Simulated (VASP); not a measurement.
# NaH in VASP: notebook, part 2 of 2

VASP 6.6.1. Earlier steps stand in the parts before.

## Step 4: Relaxation of cell and atoms, LDA

The input, INCAR:

```
ALGO     = Normal         # electronic algorithm
EDIFF    = 1E-6           # SCF threshold, eV
EDIFFG   = -0.005         # ionic threshold
ENCUT    = 600            # plane-wave cutoff, eV
GGA      = CA             # functional
IBRION   = 2              # ionic algorithm
ISIF     = 3              # what is computed and relaxed
ISMEAR   = -1             # smearing method
LASPH    = T              # aspherical terms in the spheres
LCHARG   = F              # write CHGCAR
LREAL    = F              # projectors in reciprocal space
LWAVE    = F              # write WAVECAR
NELM     = 80             # most SCF steps
NSW      = 80             # ionic steps
PREC     = Accurate       # precision mode
SIGMA    = 0.02           # smearing width, eV
```

The input, KPOINTS:

```
k-points
0
Gamma
  6 6 6
```

The input, POSCAR:

```
NaH
1.0
    3.9716510597      0.0000000000      0.0000000000
   -1.9858255298      3.4395507127      0.0000000000
    0.0000000000      0.0000000000      4.8740220360
Na H
2 2
Direct
    0.3333333333      0.6666666667     -0.0625143287
    0.6666666667      0.3333333333      0.4374856713
    0.3333333333      0.6666666667      0.4375143287
    0.6666666667      0.3333333333      0.9375143287
```

Potentials or basis: VASP PAW LDA potentials, release 64 (Na_pv, H).

Run with:

```sh
cat potpaw_LDA.64/Na_pv/POTCAR potpaw_LDA.64/H/POTCAR > POTCAR
mpirun -np 1 vasp_std > vasp.out
```

OUTCAR:

```text
EDIFF = 1E-6
   EDIFFG = -0.005
   ENCUT = 600
   GGA = CA
   IBRION = 2
   ISIF = 3
   ISMEAR = -1
   LASPH = T
   LREAL = F
   NELM = 80
   NSW = 80
   PREC = Accurate

 ion  position               nearest neighbor table
   1  0.333  0.667  0.937-
   2  0.667  0.333  0.437-
   3  0.333  0.667  0.438-
   4  0.667  0.333  0.938-

  LATTYP: Found a hexagonal cell.
 ALAT       =     3.9716510597
 C/A-ratio  =     1.2272029850

  Lattice vectors:

 A1 = (   3.9716510597,   0.0000000000,   0.0000000000)
 A2 = (  -1.9858255298,   3.4395507127,   0.0000000000)
 A3 = (   0.0000000000,   0.0000000000,   4.8740220360)

Analysis of symmetry for initial positions (statically):
=====================================================================
 Subroutine PRICEL returns:
[... 305 lines left out ...]
 cond. band min:       1.6584791714   @ k =   0.3333   0.3333   0.0000
 fundamental gap:      2.9980704681
 Fermi energy:        -0.9288801296

 k-point     1 :       0.0000    0.0000    0.0000
  band No.  band energies     occupation
      1     -23.6328      2.00000
      2     -23.5808      2.00000
      3     -23.5808      2.00000
      4     -23.5446      2.00000
      5     -23.5446      2.00000
      6     -23.5200      2.00000
      7      -5.0363      2.00000
      8      -1.3654      2.00000
      9       3.3369      0.00000
     10       6.8294      0.00000
     11       9.0241      0.00000
     12       9.0241      0.00000
[... 331 lines left out ...]
 k-point    24 :       0.3333   -0.0000    0.5000
  band No.  band energies     occupation
      1     -23.6203      2.00000
      2     -23.6203      2.00000
      3     -23.5669      2.00000
      4     -23.5669      2.00000
      5     -23.5389      2.00000
      6     -23.5389      2.00000
      7      -2.6822      2.00000
      8      -2.6822      2.00000
      9       3.1886      0.00000
     10       3.1886      0.00000
     11       7.6126      0.00000
     12       7.6126      0.00000

 [... further k-points ...]
[... 5 lines left out ...]
  --------------------------------------------------------------------------------------
  -------------------------------------------------------------------------------------
  Total        0.0159745      0.0159745      0.0068336      0.0000000      0.0000000      0.0000000
  in kB        0.4192385      0.4192385      0.1793429      0.0000000      0.0000000      0.0000000
  external PRESSURE =       0.3392733 kB  Pullay stress =       0.0000000 kB
[... 19 lines left out ...]
  FREE ENERGIE OF THE ION-ELECTRON SYSTEM (eV)
  ---------------------------------------------------
  free  energy   TOTEN  =       -10.6452694837 eV

  energy  without entropy=      -10.6452694837  energy(sigma->0) =      -10.64526948

 reached required accuracy - stopping structural energy minimisation
```

OSZICAR:

```text
N       E                     dE             d eps       ncg     rms          rms(c)
DAV:   1     0.106667274988E+03    0.10667E+03   -0.94434E+03   672   0.148E+03
DAV:   2    -0.577615674532E+01   -0.11244E+03   -0.10926E+03   676   0.346E+02
DAV:   3    -0.115330076195E+02   -0.57569E+01   -0.57284E+01   820   0.883E+01
[... 33 lines left out ...]
DAV:   3    -0.106454782722E+02    0.35503E-02   -0.42568E-03   784   0.138E+00    0.319E-02
DAV:   4    -0.106452741414E+02    0.20413E-03   -0.28076E-04   772   0.366E-01    0.464E-03
DAV:   5    -0.106452713314E+02    0.28100E-05   -0.47942E-06   596   0.346E-02    0.246E-03
DAV:   6    -0.106452695053E+02    0.18261E-05   -0.30646E-06   540   0.331E-02    0.139E-03
DAV:   7    -0.106452694837E+02    0.21546E-07   -0.49417E-08   336   0.255E-03
   4 F= -.10645269E+02 E0= -.10645269E+02  d E =-.302193E-01
```

It took 42 s on 1 thread of Intel Xeon Platinum 8488C (Sapphire Rapids), shared host; peak memory 0.17 GiB.

What came out:

```yaml
Free_energy: -10.6453 eV
Relaxed_volume: 15.26 Å³/atom
Relaxed_cell: a = 3.862 Å, b = 3.862 Å, c = 4.727 Å, α = 90.00°, β = 90.00°, γ = 120.00°
Space_group_after_relaxing_to_0.05_Å: P6_3/mmc (No. 194)
Energy_gained_by_relaxing: 7.6 meV/atom
Ionic_steps: 4
Pressure_after_relaxing: 0.0 GPa
Band_gap_on_the_k_mesh: 3.00 eV, indirect (least direct gap 4.00 eV)
```

Step by step:
| step | energy change (eV) | largest force (eV/Å) | pressure (GPa) | volume (Å³) |
| --- | --- | --- | --- | --- |
| 1 | 0.0000 | 0.0001 | -1.64 | 66.58 |
| 2 | -0.0146 | 0.0001 | -1.26 | 64.96 |
| 3 | -0.0294 | 0.0001 | 0.29 | 60.24 |
| 4 | -0.0302 | 0.0001 | 0.03 | 61.05 |

Final structure:
```
Na H
1.0
     3.86175    0.00000    0.00000
    -1.93088    3.34437    0.00000
     0.00000    0.00000    4.72691
Na H
2 2
Direct
  0.33333 0.66667 0.93749
  0.66667 0.33333 0.43749
  0.33333 0.66667 0.43751
  0.66667 0.33333 0.93751
```

Levels at points of the mesh, in eV from the valence-band top:
| k point | band 6 | band 7 | band 8 | band 9 | band 10 | band 11 |
| --- | --- | --- | --- | --- | --- | --- |
| (0.00, 0.00, 0.00) | -22.18 | -3.70 | -0.03 | 4.68 | 8.17 | 10.36 |
| (0.50, 0.00, 0.00) | -22.20 | -1.67 | -0.71 | 3.66 | 7.44 | 7.64 |
| (0.00, 0.00, 0.50) | -22.22 | -2.27 | -2.27 | 7.08 | 7.08 | 11.11 |
| (0.50, 0.00, 0.50) | -22.20 | -0.90 | -0.90 | 3.69 | 3.69 | 8.54 |

## Step 5: Single point, r2SCAN

This run uses another cell than the first one, of 16.34 Å³/atom, 0.981 times its volume.

The input, POSCAR:

```
NaH
1.0
    3.9532815515      0.0000000000      0.0000000000
   -1.9766407757      3.4236422520      0.0000000000
    0.0000000000      0.0000000000      4.8282923105
Na H
2 2
Direct
    0.3333333333      0.6666666667     -0.0624996804
    0.6666666667      0.3333333333      0.4375003196
    0.3333333333      0.6666666667      0.4374996804
    0.6666666667      0.3333333333      0.9374996804
```

The input, INCAR.step1:

```
ALGO = Normal ; EDIFF = 1E-4
ENCUT = 520 ; GGA = PE
ISMEAR = 0 ; LASPH = True
LCHARG = False ; LREAL = False
LWAVE = True ; NBANDS = 16
NELM = 80 ; PREC = Accurate
SIGMA = 0.01
```

The input, INCAR.step2:

```
ALGO = Normal ; EDIFF = 1E-7
ENCUT = 520 ; ISIF = 2
ISMEAR = 0 ; ISTART = 1
LASPH = True ; LCHARG = False
LMIXTAU = True ; LREAL = False
LWAVE = False ; METAGGA = R2SCAN
NBANDS = 16 ; NELM = 80
PREC = Accurate ; SIGMA = 0.01
```

The input, KPOINTS:

```
k-points
0
Gamma
  12 12 6
```

Potentials or basis: VASP PAW PBE potentials, release 64 (Na_pv, H).

Run with:

```sh
cat potpaw_PBE.64/Na_pv/POTCAR potpaw_PBE.64/H/POTCAR > POTCAR
cp INCAR.step1 INCAR
mpirun -np 1 vasp_std > vasp.out
cp INCAR.step2 INCAR
mpirun -np 1 vasp_std > vasp.out
```

It took 3.4 min on 1 thread of Intel Xeon Platinum 8488C (Sapphire Rapids), shared host; peak memory 0.21 GiB.

The run converged. Its results:

```
Free energy            : -15.0542 eV
Pressure               : -0.1 GPa
Band gap on the k mesh : 3.68 eV, indirect (least direct gap 4.45 eV)
```

Levels at points of the mesh, in eV from the valence-band top:
```csv
k point,band 5,band 6,band 7,band 8,band 9,band 10,band 11,band 12
"(0.00, 0.00, 0.00)",-23.02,-23.00,-3.30,-0.01,5.41,8.54,10.98,10.98
"(0.50, 0.00, 0.00)",-23.03,-23.02,-1.48,-0.59,4.23,8.16,8.29,8.43
"(0.00, 0.00, 0.50)",-23.04,-23.04,-1.97,-1.97,7.50,7.50,11.58,11.58
"(0.50, 0.00, 0.50)",-23.01,-23.01,-0.82,-0.82,4.44,4.44,9.18,9.18
```

Caveat: the PAW data sets were made with another functional, which shifts forces and pressure a little.

## Step 6: Relaxation of cell and atoms, r2SCAN

The input, POSCAR:

```
NaH
1.0
    3.9716510597      0.0000000000      0.0000000000
   -1.9858255298      3.4395507127      0.0000000000
    0.0000000000      0.0000000000      4.8740220360
Na H
2 2
Direct
    0.3333333333      0.6666666667     -0.0625143287
    0.6666666667      0.3333333333      0.4374856713
    0.3333333333      0.6666666667      0.4375143287
    0.6666666667      0.3333333333      0.9375143287
```

The input, INCAR.step1:

```
ALGO     = Normal         # electronic algorithm
EDIFF    = 1E-4           # SCF threshold, eV
ENCUT    = 600            # plane-wave cutoff, eV
GGA      = PE             # functional
ISMEAR   = -1             # smearing method
LASPH    = T              # aspherical terms in the spheres
LCHARG   = F              # write CHGCAR
LREAL    = F              # projectors in reciprocal space
LWAVE    = T              # write WAVECAR
NELM     = 100            # most SCF steps
PREC     = Accurate       # precision mode
SIGMA    = 0.02           # smearing width, eV
```

The input, INCAR.step2:

```
ALGO     = Normal         # electronic algorithm
EDIFF    = 1E-6           # SCF threshold, eV
EDIFFG   = -0.005         # ionic threshold
ENCUT    = 600            # plane-wave cutoff, eV
IBRION   = 2              # ionic algorithm
ISIF     = 3              # what is computed and relaxed
ISMEAR   = -1             # smearing method
ISTART   = 1            
LASPH    = T              # aspherical terms in the spheres
LCHARG   = F              # write CHGCAR
LMIXTAU  = T            
LREAL    = F              # projectors in reciprocal space
LWAVE    = F              # write WAVECAR
METAGGA  = R2SCAN         # meta-GGA
NELM     = 100            # most SCF steps
NSW      = 80             # ionic steps
PREC     = Accurate       # precision mode
SIGMA    = 0.02           # smearing width, eV
```

The input, KPOINTS:

```
k-points
0
Gamma
  6 6 6
```

Potentials or basis: VASP PAW PBE potentials, release 64 (Na_pv, H).

Run with:

```sh
cat potpaw_PBE.64/Na_pv/POTCAR potpaw_PBE.64/H/POTCAR > POTCAR
cp INCAR.step1 INCAR
mpirun -np 1 vasp_std > vasp.out
cp INCAR.step2 INCAR
mpirun -np 1 vasp_std > vasp.out
```

It took 9.3 min on 1 thread of AMD EPYC, shared host; peak memory 0.18 GiB.

Results (log left out):

```
Free energy                            : -15.0553 eV
Relaxed volume                         : 16.23 Å³/atom
Relaxed cell                           : a = 3.945 Å, b = 3.945 Å, c = 4.817 Å, α = 90.00°, β = 90.00°, γ = 120.00°
Space group after relaxing (to 0.05 Å) : P6_3/mmc (No. 194)
Energy gained by relaxing              : 0.9 meV/atom
Ionic steps                            : 4
Pressure after relaxing                : 0.0 GPa
Band gap on the k mesh                 : 3.68 eV, indirect (least direct gap 4.58 eV)
```

Step by step:
```csv
step,energy change (eV),largest force (eV/Å),pressure (GPa),volume (Å³)
1,0.0000,0.0001,-0.46,66.58
2,-0.0015,0.0001,-0.36,66.12
3,-0.0035,0.0002,0.06,64.74
4,-0.0035,0.0002,-0.01,64.93
```

Final structure:
```xyz
4
Lattice="3.9451 0.0000 0.0000 -1.9726 3.4166 0.0000 0.0000 0.0000 4.8174" Properties=species:S:1:pos:R:3 pbc="T T T"
Na    0.0000    2.2777    4.5163
Na    1.9726    1.1389    2.1076
H     0.0000    2.2777    2.1077
H     1.9726    1.1389    4.5164
```

Levels at points of the mesh, in eV from the valence-band top:
| k point | band 5 | band 6 | band 7 | band 8 | band 9 | band 10 | band 11 | band 12 |
| --- | --- | --- | --- | --- | --- | --- | --- | --- |
| (0.00, 0.00, 0.00) | -23.01 | -22.99 | -3.32 | -0.01 | 5.43 | 8.57 | 11.02 | 11.02 |
| (0.50, 0.00, 0.00) | -23.02 | -23.01 | -1.49 | -0.60 | 4.24 | 8.19 | 8.32 | 8.46 |
| (0.00, 0.00, 0.50) | -23.02 | -23.02 | -1.98 | -1.98 | 7.53 | 7.53 | 11.61 | 11.61 |
| (0.50, 0.00, 0.50) | -23.00 | -23.00 | -0.82 | -0.82 | 4.45 | 4.45 | 9.22 | 9.22 |

Caveat: the PAW data sets were made with another functional, which shifts forces and pressure a little. A k mesh can miss the band edges.

## Step 7: Summary

```csv
task,level,potentials or basis,cell,k mesh,cutoff (eV),smearing,gap on the mesh (eV),pressure (GPa),relaxed volume (Å³/atom)
single point,PBE,"VASP PAW PBE potentials, release 64 (Na_pv, H)","a = 3.972, b = 3.972, c = 4.874 Å, angles 90.0, 90.0, 120.0°, 4 atoms",12 × 12 × 6,520,fermi-dirac 0.02 eV,3.34,0.0,-
relaxation of cell and atoms,PBEsol,"VASP PAW PBE potentials, release 64 (Na_pv, H)","relaxed from a = 3.972, b = 3.972, c = 4.874 Å, angles 90.0, 90.0, 120.0°, 4 atoms",6 × 6 × 6,600,fermi-dirac 0.02 eV,3.09,0.0,16.27
relaxation of cell and atoms,LDA,"VASP PAW LDA potentials, release 64 (Na_pv, H)","relaxed from a = 3.972, b = 3.972, c = 4.874 Å, angles 90.0, 90.0, 120.0°, 4 atoms",6 × 6 × 6,600,fermi-dirac 0.02 eV,3.00,0.0,15.26
single point,r2SCAN,"VASP PAW PBE potentials, release 64 (Na_pv, H)","a = 3.953, b = 3.953, c = 4.828 Å, angles 90.0, 90.0, 120.0°, 4 atoms",12 × 12 × 6,520,gaussian 0.01 eV,3.68,-0.1,-
relaxation of cell and atoms,r2SCAN,"VASP PAW PBE potentials, release 64 (Na_pv, H)","relaxed from a = 3.972, b = 3.972, c = 4.874 Å, angles 90.0, 90.0, 120.0°, 4 atoms",6 × 6 × 6,600,fermi-dirac 0.02 eV,3.68,0.0,16.23
```

Alike in all rows: no spin polarisation.

Caveats: the PAW data sets were made with another functional, which shifts forces and pressure a little (some runs).

Total energies depend on the potentials used, so only differences within one code and one set of settings carry meaning.
